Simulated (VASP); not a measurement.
# Al in VASP: further runs

Al is run at these levels: PBE+D3(BJ); tasks: single point, relaxation of the atoms.

All numbers are computed with VASP 6.6.1; they aren't measurements. Logs are shortened: lines on timing, memory, paths and dates and some standing lists are left out, and cuts for length are marked.

### 1 The cell of the first run

The cell holds a slab with vacuum, 12 atoms: a = 5.728 Å, b = 5.728 Å, c = 17.677 Å, α = 90.00°, β = 90.00°, γ = 60.00°.

### 2 Single point, PBE+D3(BJ)

File INCAR:

```
SYSTEM = Al
  PREC = Accurate
  ENCUT = 520
  EDIFF = 1E-6
  ISMEAR = -1
  SIGMA = 0.1
  LREAL = .False.
  LASPH = .True.
  NELM = 80
  ALGO = Normal
  ISIF = 2
  LWAVE = .False.
  LCHARG = .False.
  GGA = PE
  IVDW = 12
  NBANDS = 30
```

File KPOINTS:

```
Automatic mesh
0
Gamma
  3 3 1
  0 0 0
```

File POSCAR:

```
Al
1.0
    5.7275651202      0.0000002887      0.0000000000
    2.8637823101      4.9602170403      0.0000000000
    0.0000000000      0.0000000000     17.6765370000
Al
12
Direct
    0.1666666667      0.1666666667      0.0565722000
    0.6666666667      0.1666666667      0.0565722000
    0.1666666667      0.6666666667      0.0565722000
    0.6666666667      0.6666666667      0.0565722000
   -0.1666666667      0.3333333333      0.1888531000
    0.3333333333      0.3333333333      0.1888531000
   -0.1666666667      0.8333333333      0.1888531000
    0.3333333333      0.8333333333      0.1888531000
    0.0000000000      0.0000000000      0.3211340000
    0.5000000000      0.0000000000      0.3211340000
    0.0000000000      0.5000000000      0.3211340000
    0.5000000000      0.5000000000      0.3211340000
```

Potentials or basis: VASP PAW PBE potentials, release 64 (Al).

Command:

```console
cat potpaw_PBE.64/Al/POTCAR > POTCAR
mpirun -np 1 vasp_std > vasp.out
```

OUTCAR:

```text
SYSTEM = Al
   PREC = Accurate
   ENCUT = 520
   EDIFF = 1E-6
   ISMEAR = -1
   LREAL = .False.
   LASPH = .True.
   NELM = 80
   ISIF = 2
   GGA = PE
   IVDW = 12
 IVDW          = 12

 ion  position               nearest neighbor table
   1  0.167  0.167  0.057-   6 2.86   5 2.86   8 2.86   2 2.86   2 2.86   4 2.86   4 2.86   3 2.86
                             3 2.86
   2  0.667  0.167  0.057-   5 2.86   6 2.86   7 2.86   1 2.86   1 2.86   3 2.86   3 2.86   4 2.86
                             4 2.86
   3  0.167  0.667  0.057-   8 2.86   7 2.86   6 2.86   4 2.86   4 2.86   2 2.86   2 2.86   1 2.86
                             1 2.86
   4  0.667  0.667  0.057-   7 2.86   8 2.86   5 2.86   3 2.86   3 2.86   1 2.86   1 2.86   2 2.86
                             2 2.86
   5  0.833  0.333  0.189-   2 2.86  12 2.86   9 2.86   1 2.86  11 2.86   4 2.86   6 2.86   6 2.86
                             8 2.86   8 2.86   7 2.86   7 2.86
   6  0.333  0.333  0.189-   1 2.86  11 2.86  10 2.86   2 2.86  12 2.86   3 2.86   5 2.86   5 2.86
                             7 2.86   7 2.86   8 2.86   8 2.86
   7  0.833  0.833  0.189-   4 2.86  10 2.86  11 2.86   3 2.86   9 2.86   2 2.86   8 2.86   8 2.86
                             6 2.86   6 2.86   5 2.86   5 2.86
   8  0.333  0.833  0.189-   3 2.86   9 2.86  12 2.86   4 2.86  10 2.86   1 2.86   7 2.86   7 2.86
                             5 2.86   5 2.86   6 2.86   6 2.86
   9  0.000  0.000  0.321-   8 2.86   5 2.86   7 2.86  10 2.86  10 2.86  12 2.86  12 2.86  11 2.86
                            11 2.86
  10  0.500  0.000  0.321-   7 2.86   6 2.86   8 2.86   9 2.86   9 2.86  11 2.86  11 2.86  12 2.86
                            12 2.86
  11  0.000  0.500  0.321-   6 2.86   7 2.86   5 2.86  12 2.86  12 2.86  10 2.86  10 2.86   9 2.86
                             9 2.86
  12  0.500  0.500  0.321-   5 2.86   8 2.86   6 2.86  11 2.86  11 2.86   9 2.86   9 2.86  10 2.86
                            10 2.86

  LATTYP: Found a hexagonal cell.
 ALAT       =     5.7275651202
 C/A-ratio  =     3.0862219161

  Lattice vectors:

 A1 = (  -2.8637823101,  -4.9602170403,   0.0000000000)
 A2 = (   5.7275651202,   0.0000002887,   0.0000000000)
 A3 = (   0.0000000000,   0.0000000000,  17.6765370000)

Analysis of symmetry for initial positions (statically):
=====================================================================
 Subroutine PRICEL returns following result:

  LATTYP: Found a hexagonal cell.
 ALAT       =     2.8637825601
 C/A-ratio  =     6.1724438322

  Lattice vectors:

 A1 = (  -1.4318911551,  -2.4801085201,   0.0000000000)
 A2 = (   2.8637825601,   0.0000001443,   0.0000000000)
 A3 = (   0.0000000000,   0.0000000000,  17.6765370000)

   4 primitive cells build up your supercell.

 Routine SETGRP: Setting up the symmetry group for a
 hexagonal supercell.

 Subroutine GETGRP returns: Found 12 space group operations
 (whereof  6 operations were pure point group operations)
 out of a pool of 24 trial point group operations.

The static configuration has the point symmetry C_3v.
 The point group associated with its full space group is D_3d.

Analysis of symmetry for dynamics (positions and initial velocities):
=====================================================================
 Subroutine PRICEL returns following result:

  LATTYP: Found a hexagonal cell.
 ALAT       =     2.8637825601
 C/A-ratio  =     6.1724438322

  Lattice vectors:

 A1 = (  -1.4318911551,  -2.4801085201,   0.0000000000)
 A2 = (   2.8637825601,   0.0000001443,   0.0000000000)
 A3 = (   0.0000000000,   0.0000000000,  17.6765370000)

   4 primitive cells build up your supercell.

 Routine SETGRP: Setting up the symmetry group for a
 hexagonal supercell.

 Subroutine GETGRP returns: Found 12 space group operations
 (whereof  6 operations were pure point group operations)
 out of a pool of 24 trial point group operations.

The dynamic configuration has the point symmetry C_3v.
 The point group associated with its full space group is D_3d.

 Subroutine INISYM returns: Found 12 space group operations
 (whereof  6 operations are pure point group operations),
 and found     4 'primitive' translations

----------------------------------------------------------------------------------------

                                     Primitive cell

  volume of cell :     125.5475

  direct lattice vectors                    reciprocal lattice vectors
    -1.431891155 -2.480108520  0.000000000     0.000000020 -0.403208175  0.000000000
     2.863782560  0.000000144  0.000000000     0.349188532 -0.201604070  0.000000000
     0.000000000  0.000000000 17.676537000     0.000000000  0.000000000  0.056572167

  length of vectors
     2.863782560  2.863782560 17.676537000     0.403208175  0.403208175  0.056572167

  position of ions in fractional coordinates (direct lattice)
     0.666666667  0.333333333  0.056572200
     0.333333333  0.666666667  0.188853100
     0.000000000  0.000000000  0.321134000

  ion indices of the primitive-cell ions
   primitive index   ion index
                 1           1
                 2           6
                 3           9

----------------------------------------------------------------------------------------

 KPOINTS: Automatic mesh

Automatic generation of k-mesh.
 Grid dimensions read from file:
 generate k-points for:    3    3    1

 Generating k-lattice:

  Cartesian coordinates                     Fractional coordinates (reciprocal lattice)
     0.058198089 -0.033600678  0.000000000     0.333333333 -0.000000000  0.000000000
    -0.000000003  0.067201362  0.000000000     0.000000000  0.333333333  0.000000000
     0.000000000  0.000000000  0.056572167     0.000000000  0.000000000  1.000000000

  Length of vectors
     0.067201362  0.067201362  0.056572167

  Shift w.r.t. Gamma in fractional coordinates (k-lattice)
     0.000000000  0.000000000  0.000000000

 Subroutine IBZKPT returns following result:
 ===========================================

 Found      3 irreducible k-points:

 Following reciprocal coordinates:
            Coordinates               Weight
  0.000000  0.000000  0.000000      1.000000
  0.333333  0.000000  0.000000      6.000000
 -0.333333  0.333333  0.000000      2.000000
   k-points           NKPTS =      3   k-points in BZ     NKDIM =      3   number of bands    NBANDS=     30
   number of dos      NEDOS =    301   number of ions     NIONS =     12
   total plane-waves  NPLWV = 322560
   dimension x,y,z NGX =    48 NGY =   48 NGZ =  140
   dimension x,y,z NGXF=    96 NGYF=   96 NGZF=  280
   ions per type =              12
   NGX,Y,Z   is equivalent  to a cutoff of  13.93, 13.93, 13.17 a.u.
   NGXF,Y,Z  is equivalent  to a cutoff of  27.86, 27.86, 26.33 a.u.
 SYSTEM =  Al
   PREC   = accura    normal or accurate (medium, high low for compatibility)
   ISTART =      0    job   : 0-new  1-cont  2-samecut
   ICHARG =      2    charge: 1-file 2-atom 10-const
   ISPIN  =      1    spin polarized calculation?
   LNONCOLLINEAR =      F non collinear calculations
   LSORBIT =      F    spin-orbit coupling
   LASPH  =      T    aspherical Exc in radial PAW
   ENCUT  =  520.0 eV  38.22 Ry    6.18 a.u.  10.65 10.65 32.87*2*pi/ulx,y,z
   NELM   =     80;   NELMIN=  2; NELMDL= -5     # of ELM steps
   EDIFF  = 0.1E-05   stopping-criterion for ELM
   LREAL  =      F    real-space projection
   EDIFFG = 0.1E-04   stopping-criterion for IOM
   NSW    =      0    number of steps for IOM
   IBRION =     -1    ionic relax: 0-MD 1-quasi-New 2-CG
   NFREE  =      0    steps in history (QN), initial steepest desc. (CG)
   ISIF   =      2    stress and relaxation
   ISYM   =      2    0-nonsym 1-usesym 2-fastsym
   POTIM  = 0.5000    time-step for ionic-motion
   TEBEG  =    0.0;   TEEND  =   0.0 temperature during run
   PSTRESS=    0.0 pullay stress
   NELECT =      36.0000    total number of electrons
   NUPDOWN=      -1.0000    fix difference up-down
   EMIN   =  10.00;   EMAX   =-10.00  energy-range for DOS
   EFERMI =   0.00;   METHOD = LEGACY
   ISMEAR =    -1;   SIGMA  =   0.10  broadening in eV -4-tet -1-fermi 0-gaus
   EFERMI_NEDOS =   21; number of points for ismear=-14 and -15
   IALGO  =     38    algorithm
   IMIX   =      4    mixing-type and parameters
     AMIX     =   0.40;   BMIX     =  1.00
     AMIX_MAG =   1.60;   BMIX_MAG =  1.00
  volume/ion in A,a.u.               =      41.85       282.41
  Fermi-wavevector in a.u.,A,eV,Ry     =   0.680069  1.285144  6.292612  0.462494
  Thomas-Fermi vector in A             =   1.758452
   LORBIT       =      0    0 simple, 1 ext, 2 COOP (PROOUT), +10 PAW based schemes
   GGA     = PE    functional components
   LHFCALC =     F    Hartree Fock is set to
   AEXX    =    0.0000 exact exchange contribution
   IVDW    =    12    specifies the selected vdW correction
   LEPSILON=     F    determine dielectric tensor
   LRPA    =     F    only Hartree local field effects (RPA)
 non-spin polarized calculation
  energy-cutoff  :      520.00
  volume of cell :      502.19
 maximum number of plane-waves:     13577
 NGX is ok and might be reduce to    42
   NGX = 21   NGY = 21   NGZ = 65

 number of electron      36.0000000 magnetization

 Free energy of the ion-electron system (eV)
  ---------------------------------------------------
  ext. energy  EPLUGINS =         0.00000000
  ---------------------------------------------------
  free energy    TOTEN  =       -42.43048385 eV

  energy without entropy =      -42.13306070  energy(sigma->0) =      -42.28177228

 E-fermi :   0.5870     XC(G=0):  -5.0308

 val. band max:        0.4786455586   @ k =   0.3333   0.0000   0.0000
 cond. band min:       0.6021398292   @ k =   0.0000   0.0000   0.0000
 fundamental gap:      0.1234942706
 Fermi energy:         0.5870196000

 k-point     1 :       0.0000    0.0000    0.0000
  band No.  band energies     occupation
      1      -9.7025      2.00000
      2      -7.9630      2.00000
      3      -5.3727      2.00000
      4      -3.8605      2.00000
      5      -3.8605      2.00000
      6      -3.8605      2.00000
[... 22 lines left out ...]
     29       3.4243      0.00000
     30       3.8176      0.00000

 k-point     2 :       0.3333    0.0000    0.0000
  band No.  band energies     occupation
      1      -9.0374      2.00000
      2      -7.3029      2.00000
      3      -7.0610      2.00000
      4      -5.3434      2.00000
      5      -5.1130      2.00000
      6      -5.1130      2.00000
[... 22 lines left out ...]
     29       4.2780      0.00000
     30       4.2780      0.00000

 k-point     3 :      -0.3333    0.3333    0.0000
  band No.  band energies     occupation
      1      -7.7167      2.00000
      2      -7.7167      2.00000
      3      -7.7167      2.00000
      4      -5.9929      2.00000
      5      -5.9929      2.00000
      6      -5.9929      2.00000
[... 22 lines left out ...]
     29       4.1334      0.00000
     30       4.1334      0.00000

------------------------ aborting loop because EDIFF is reached ----------------------------------------

 Edisp (eV)   -2.72804

 E8    (eV) :    -1.2724

  FORCE on cell =-STRESS in cart. coord.  units (eV):
  Direction    XX          YY          ZZ          XY          YZ          ZX
  --------------------------------------------------------------------------------------
  -------------------------------------------------------------------------------------
  Total      -8.04273    -8.04273    -0.14394    -0.00000     0.00000    -0.00000
  in kB     -25.65937   -25.65937    -0.45921    -0.00000     0.00000    -0.00000
  external pressure =      -17.26 kB  Pullay stress =        0.00 kB

 VOLUME and BASIS-vectors are now :
 -----------------------------------------------------------------------------
  energy-cutoff  :      520.00
  volume of cell :      502.19
      direct lattice vectors                 reciprocal lattice vectors
     5.727565120  0.000000289  0.000000000     0.174594266 -0.100802035  0.000000000
     2.863782310  4.960217040  0.000000000    -0.000000010  0.201604087  0.000000000
     0.000000000  0.000000000 17.676537000     0.000000000  0.000000000  0.056572167

 POSITION                                       TOTAL-FORCE (eV/Angst)
 -----------------------------------------------------------------------------------
      1.43189      0.82670      1.00000         0.000000     -0.000000      0.004639
      4.29567      0.82670      1.00000         0.000000     -0.000000      0.004639
      2.86378      3.30681      1.00000         0.000000     -0.000000      0.004639
      5.72756      3.30681      1.00000         0.000000      0.000000      0.004639
      5.72757      1.65341      3.33827         0.000000      0.000000     -0.000000
      2.86378      1.65341      3.33827        -0.000000     -0.000000     -0.000000
      7.15946      4.13351      3.33827         0.000000     -0.000000     -0.000000
      4.29567      4.13351      3.33827        -0.000000     -0.000000     -0.000000
      0.00000      0.00000      5.67654        -0.000000      0.000000     -0.004639
      2.86378      0.00000      5.67654        -0.000000      0.000000     -0.004639
      1.43189      2.48011      5.67654         0.000000     -0.000000     -0.004639
      4.29567      2.48011      5.67654        -0.000000      0.000000     -0.004639
 -----------------------------------------------------------------------------------
    total drift:                               -0.000000     -0.000000      0.000009

  FREE ENERGIE OF THE ION-ELECTRON SYSTEM (eV)
  ---------------------------------------------------
  free  energy   TOTEN  =       -45.1585243898 eV

  energy  without entropy=      -44.8611012332  energy(sigma->0) =      -45.00981281
```

Run time: 84 s. Hardware: 1 thread of Intel Xeon Platinum 8488C (Sapphire Rapids), shared host; peak memory 0.59 GiB.

Results:

```yaml
Free_energy: -45.1585 eV
Largest_force: 0.005 eV/Å
Band_gap_on_the_k_mesh: zero (bands 18 and 19 overlap by 0.09 eV)
Dispersion_energy_per_atom: -0.227 eV
```

Forces on the atoms (eV/Å):
```
Al   0.000  0.000  0.005
Al   0.000  0.000  0.005
Al   0.000  0.000  0.005
Al   0.000  0.000  0.005
Al   0.000  0.000  0.000
Al   0.000  0.000  0.000
Al   0.000  0.000  0.000
Al   0.000  0.000  0.000
Al   0.000  0.000 -0.005
Al   0.000  0.000 -0.005
Al   0.000  0.000 -0.005
Al   0.000  0.000 -0.005
```

Levels at points of the mesh, in eV from the Fermi level:
| k point | band 16 | band 17 | band 18 | band 19 | band 20 | band 21 |
| --- | --- | --- | --- | --- | --- | --- |
| (0.00, 0.00, 0.00) | -2.46 | -0.20 | -0.20 | -0.20 | 0.02 | 0.02 |

Caveat: the k points lie up to 0.42 Å⁻¹ apart; there is no dipole correction, which matters where the two faces differ.

(Continued in part 2 of 2.)

The gap in the log of VASP goes by the Fermi energy; the results here count the filled bands.